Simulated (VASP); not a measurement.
# CuAu (P4/mmm) in VASP: a series of runs

The runs below take CuAu through single point, with PBE, PBEsol.

Program: VASP 6.6.1. These are calculated values, not measurements. Logs are shortened: lines on timing, memory, paths and dates and some standing lists are left out, and cuts for length are marked.

## (1) The cell of the first run

It takes space group P4/mmm (No. 123, tetragonal). The conventional cell has a = 2.800 Å, b = 2.800 Å, c = 3.670 Å, α = 90.00°, β = 90.00°, γ = 90.00°. Cu (site symmetry 4/mmm) has 8 Au at 2.70 Å and 4 Cu at 2.80 Å within 3.6 Å. Within 3.6 Å of Au (site symmetry 4/mmm) lie 8 Cu at 2.70 Å and 4 Au at 2.80 Å.

## (2) Single point, PBE

The input, INCAR:

```
SYSTEM = CuAu
PREC = Accurate
ENCUT = 520
EDIFF = 1E-7
ISMEAR = -1
SIGMA = 0.05
LREAL = .False.
LASPH = .True.
NELM = 100
ALGO = Normal
ISIF = 2
LWAVE = .False.
LCHARG = .False.
GGA = PE
NBANDS = 18
```

The input, KPOINTS:

```
Automatic mesh
0
Gamma
  4 4 3
  0 0 0
```

The input, POSCAR:

```
CuAu
1.0
    2.8000000000      0.0000000000      0.0000000000
    0.0000000000      2.8000000000      0.0000000000
    0.0000000000      0.0000000000      3.6700000000
Cu Au
1 1
Direct
    0.5000000000      0.5000000000      0.5000000000
    0.0000000000      0.0000000000      0.0000000000
```

Potentials or basis: VASP PAW PBE potentials, release 64 (Cu, Au).

On the command line:

```bash
cat potpaw_PBE.64/Cu/POTCAR potpaw_PBE.64/Au/POTCAR > POTCAR
mpirun -np 1 vasp_std > vasp.out
```

OUTCAR:

```text
SYSTEM = CuAu
   PREC = Accurate
   ENCUT = 520
   EDIFF = 1E-7
   ISMEAR = -1
   LREAL = .False.
   LASPH = .True.
   NELM = 100
   ISIF = 2
   GGA = PE

 ion  position               nearest neighbor table
   1  0.500  0.500  0.500-   2 2.70   2 2.70   2 2.70   2 2.70   2 2.70   2 2.70   2 2.70   2 2.70

   2  0.000  0.000  0.000-   1 2.70   1 2.70   1 2.70   1 2.70   1 2.70   1 2.70   1 2.70   1 2.70

  LATTYP: Found a simple tetragonal cell.
 ALAT       =     2.8000000000
 C/A-ratio  =     1.3107142857

  Lattice vectors:

 A1 = (   2.8000000000,   0.0000000000,   0.0000000000)
 A2 = (   0.0000000000,   2.8000000000,   0.0000000000)
 A3 = (   0.0000000000,   0.0000000000,   3.6700000000)

Analysis of symmetry for initial positions (statically):
=====================================================================
 Subroutine PRICEL returns:
 Original cell was already a primitive cell.

 Routine SETGRP: Setting up the symmetry group for a
 simple tetragonal supercell.

 Subroutine GETGRP returns: Found 16 space group operations
 (whereof 16 operations were pure point group operations)
 out of a pool of 16 trial point group operations.

The static configuration has the point symmetry D_4h.

Analysis of symmetry for dynamics (positions and initial velocities):
=====================================================================
 Subroutine PRICEL returns:
 Original cell was already a primitive cell.

 Routine SETGRP: Setting up the symmetry group for a
 simple tetragonal supercell.

 Subroutine GETGRP returns: Found 16 space group operations
 (whereof 16 operations were pure point group operations)
 out of a pool of 16 trial point group operations.

The dynamic configuration has the point symmetry D_4h.

 Subroutine INISYM returns: Found 16 space group operations
 (whereof 16 operations are pure point group operations),
 and found     1 'primitive' translations

----------------------------------------------------------------------------------------

                                     Primitive cell

  volume of cell :      28.7728

  direct lattice vectors                    reciprocal lattice vectors
     2.800000000  0.000000000  0.000000000     0.357142857  0.000000000  0.000000000
     0.000000000  2.800000000  0.000000000     0.000000000  0.357142857  0.000000000
     0.000000000  0.000000000  3.670000000     0.000000000  0.000000000  0.272479564

  length of vectors
     2.800000000  2.800000000  3.670000000     0.357142857  0.357142857  0.272479564

  position of ions in fractional coordinates (direct lattice)
     0.500000000  0.500000000  0.500000000
     0.000000000  0.000000000  0.000000000

  ion indices of the primitive-cell ions
   primitive index   ion index
                 1           1
                 2           2

----------------------------------------------------------------------------------------

 KPOINTS: Automatic mesh

Automatic generation of k-mesh.
 Grid dimensions read from file:
 generate k-points for:    4    4    3

 Generating k-lattice:

  Cartesian coordinates                     Fractional coordinates (reciprocal lattice)
     0.089285714  0.000000000  0.000000000     0.250000000  0.000000000  0.000000000
     0.000000000  0.089285714  0.000000000     0.000000000  0.250000000  0.000000000
     0.000000000  0.000000000  0.090826521     0.000000000  0.000000000  0.333333333

  Length of vectors
     0.089285714  0.089285714  0.090826521

  Shift w.r.t. Gamma in fractional coordinates (k-lattice)
     0.000000000  0.000000000  0.000000000

 Subroutine IBZKPT returns following result:
 ===========================================

 Found     12 irreducible k-points:

 Following reciprocal coordinates:
            Coordinates               Weight
  0.000000  0.000000  0.000000      1.000000
  0.250000  0.000000  0.000000      4.000000
  0.500000  0.000000  0.000000      2.000000
  0.250000  0.250000  0.000000      4.000000
  0.500000  0.250000  0.000000      4.000000
  0.500000  0.500000  0.000000      1.000000
  0.000000  0.000000  0.333333      2.000000
  0.250000  0.000000  0.333333      8.000000
  0.500000  0.000000  0.333333      4.000000
  0.250000  0.250000  0.333333      8.000000
  0.500000  0.250000  0.333333      8.000000
  0.500000  0.500000  0.333333      2.000000
   k-points           NKPTS =     12   k-points in BZ     NKDIM =     12   number of bands    NBANDS=     18
   number of dos      NEDOS =    301   number of ions     NIONS =      2
   total plane-waves  NPLWV =  16128
   dimension x,y,z NGX =    24 NGY =   24 NGZ =   28
   dimension x,y,z NGXF=    48 NGYF=   48 NGZF=   56
   ions per type =               1   1
   NGX,Y,Z   is equivalent  to a cutoff of  14.25, 14.25, 12.68 a.u.
   NGXF,Y,Z  is equivalent  to a cutoff of  28.50, 28.50, 25.37 a.u.
 SYSTEM =  CuAu
   PREC   = accura    normal or accurate (medium, high low for compatibility)
   ISTART =      0    job   : 0-new  1-cont  2-samecut
   ICHARG =      2    charge: 1-file 2-atom 10-const
   ISPIN  =      1    spin polarized calculation?
   LNONCOLLINEAR =      F non collinear calculations
   LSORBIT =      F    spin-orbit coupling
   LASPH  =      T    aspherical Exc in radial PAW
   ENCUT  =  520.0 eV  38.22 Ry    6.18 a.u.   5.21  5.21  6.82*2*pi/ulx,y,z
   NELM   =    100;   NELMIN=  2; NELMDL= -5     # of ELM steps
   EDIFF  = 0.1E-06   stopping-criterion for ELM
   LREAL  =      F    real-space projection
   EDIFFG = 0.1E-05   stopping-criterion for IOM
   NSW    =      0    number of steps for IOM
   IBRION =     -1    ionic relax: 0-MD 1-quasi-New 2-CG
   NFREE  =      0    steps in history (QN), initial steepest desc. (CG)
   ISIF   =      2    stress and relaxation
   ISYM   =      2    0-nonsym 1-usesym 2-fastsym
   POTIM  = 0.5000    time-step for ionic-motion
   TEBEG  =    0.0;   TEEND  =   0.0 temperature during run
   PSTRESS=    0.0 pullay stress
   NELECT =      22.0000    total number of electrons
   NUPDOWN=      -1.0000    fix difference up-down
   EMIN   =  10.00;   EMAX   =-10.00  energy-range for DOS
   EFERMI =   0.00;   METHOD = LEGACY
   ISMEAR =    -1;   SIGMA  =   0.05  broadening in eV -4-tet -1-fermi 0-gaus
   EFERMI_NEDOS =   21; number of points for ismear=-14 and -15
   IALGO  =     38    algorithm
   IMIX   =      4    mixing-type and parameters
     AMIX     =   0.40;   BMIX     =  1.00
     AMIX_MAG =   1.60;   BMIX_MAG =  1.00
  volume/ion in A,a.u.               =      14.39        97.08
  Fermi-wavevector in a.u.,A,eV,Ry     =   1.497000  2.828919 30.490762  2.241008
  Thomas-Fermi vector in A             =   2.608944
   LORBIT       =      0    0 simple, 1 ext, 2 COOP (PROOUT), +10 PAW based schemes
   GGA     = PE    functional components
   LHFCALC =     F    Hartree Fock is set to
   AEXX    =    0.0000 exact exchange contribution
   IVDW    =     0    specifies the selected vdW correction
   LEPSILON=     F    determine dielectric tensor
   LRPA    =     F    only Hartree local field effects (RPA)
 non-spin polarized calculation
  energy-cutoff  :      520.00
  volume of cell :       28.77
 maximum number of plane-waves:       786
 NGX is ok and might be reduce to    24
   NGX = 11   NGY = 11   NGZ = 13

 number of electron      22.0000010 magnetization

 Free energy of the ion-electron system (eV)
  ---------------------------------------------------
  ext. energy  EPLUGINS =         0.00000000
  ---------------------------------------------------
  free energy    TOTEN  =        -6.83892495 eV

  energy without entropy =       -6.82444797  energy(sigma->0) =       -6.83168646

 E-fermi :   8.9477     XC(G=0): -12.7367

 val. band max:        8.7626046205   @ k =   0.5000   0.0000   0.0000
 cond. band min:       8.9919852313   @ k =   0.2500   0.0000   0.3333
 fundamental gap:      0.2293806108
 Fermi energy:         8.9477090947

 k-point     1 :       0.0000    0.0000    0.0000
  band No.  band energies     occupation
      1      -0.9773      2.00000
      2       2.1951      2.00000
      3       2.3494      2.00000
      4       4.7724      2.00000
      5       4.7724      2.00000
      6       5.8650      2.00000
[... 10 lines left out ...]
     17      25.8474      0.00000
     18      26.3329      0.00000

 k-point     2 :       0.2500    0.0000    0.0000
  band No.  band energies     occupation
      1       0.3622      2.00000
      2       2.6823      2.00000
      3       3.3029      2.00000
      4       4.0051      2.00000
      5       5.0919      2.00000
      6       5.3088      2.00000
[... 10 lines left out ...]
     17      25.1863      0.00000
     18      27.3680      0.00000

 k-point     3 :       0.5000    0.0000    0.0000
  band No.  band energies     occupation
      1       2.1084      2.00000
      2       3.2751      2.00000
      3       3.4724      2.00000
      4       4.3449      2.00000
      5       4.7523      2.00000
      6       5.5685      2.00000
[... 10 lines left out ...]
     17      24.9612      0.00000
     18      26.1464      0.00000

 k-point     4 :       0.2500    0.2500    0.0000
  band No.  band energies     occupation
      1       1.5461      2.00000
      2       3.2805      2.00000
      3       3.8169      2.00000
      4       3.8177      2.00000
      5       4.0605      2.00000
      6       4.8115      2.00000
[... 123 lines left out ...]
      4       3.8857      2.00000
      5       4.1804      2.00000
      6       4.5461      2.00000
[... 10 lines left out ...]
     17      24.5720      0.00000
     18      26.1548      0.00000

 k-point    11 :       0.5000    0.2500    0.3333
  band No.  band energies     occupation
      1       2.4671      2.00000
      2       3.0960      2.00000
      3       3.7608      2.00000
      4       4.0034      2.00000
      5       4.4753      2.00000
      6       5.9507      2.00000
[... 10 lines left out ...]
     17      22.7594      0.00000
     18      24.4140      0.00000

 k-point    12 :       0.5000    0.5000    0.3333
  band No.  band energies     occupation
      1       2.0501      2.00000
      2       3.0508      2.00000
      3       3.0508      2.00000
      4       4.3944      2.00000
      5       5.9682      2.00000
      6       5.9682      2.00000
[... 10 lines left out ...]
     17      17.7219      0.00000
     18      18.8701      0.00000

------------------------ aborting loop because EDIFF is reached ----------------------------------------

  FORCE on cell =-STRESS in cart. coord.  units (eV):
  Direction    XX          YY          ZZ          XY          YZ          ZX
  --------------------------------------------------------------------------------------
  -------------------------------------------------------------------------------------
  Total        1.7559641      1.7559641      0.5767676      0.0000000     -0.0000000      0.0000000
  in kB       97.7786613     97.7786613     32.1165800      0.0000000     -0.0000000      0.0000000
  external PRESSURE =      75.8913009 kB  Pullay stress =       0.0000000 kB

 VOLUME and BASIS-vectors are now :
 -----------------------------------------------------------------------------
  energy-cutoff  :      520.00
  volume of cell :       28.77
      direct lattice vectors                 reciprocal lattice vectors
     2.800000000  0.000000000  0.000000000     0.357142857  0.000000000  0.000000000
     0.000000000  2.800000000  0.000000000     0.000000000  0.357142857  0.000000000
     0.000000000  0.000000000  3.670000000     0.000000000  0.000000000  0.272479564

 POSITION                                       TOTAL-FORCE (eV/Angst)
 -----------------------------------------------------------------------------------
      1.40000      1.40000      1.83500         0.000000      0.000000      0.000000
      0.00000      0.00000      0.00000         0.000000      0.000000      0.000000
 -----------------------------------------------------------------------------------
    total drift:                                0.000000      0.000000     -0.000000

  FREE ENERGIE OF THE ION-ELECTRON SYSTEM (eV)
  ---------------------------------------------------
  free  energy   TOTEN  =        -6.8389249498 eV

  energy  without entropy=       -6.8244479651  energy(sigma->0) =       -6.83168646
```

Run time: 8.5 s. Hardware: 1 thread of Intel Xeon Platinum 8259CL at 2.50GHz (Skylake/Cascade Lake), shared host; peak memory 0.14 GiB.

Results:

| Property | Result |
| --- | --- |
| Free energy | -6.8389 eV |
| Pressure | 7.6 GPa |
| Band gap on the k mesh | zero (band 11 reaches 12.71 eV, above the bottom of band 12 at 7.00 eV) |

Caveat: the k points lie up to 0.57 Å⁻¹ apart; spin-orbit coupling is left out, which moves the levels of the heavy elements.

[end of part 1 of 3]
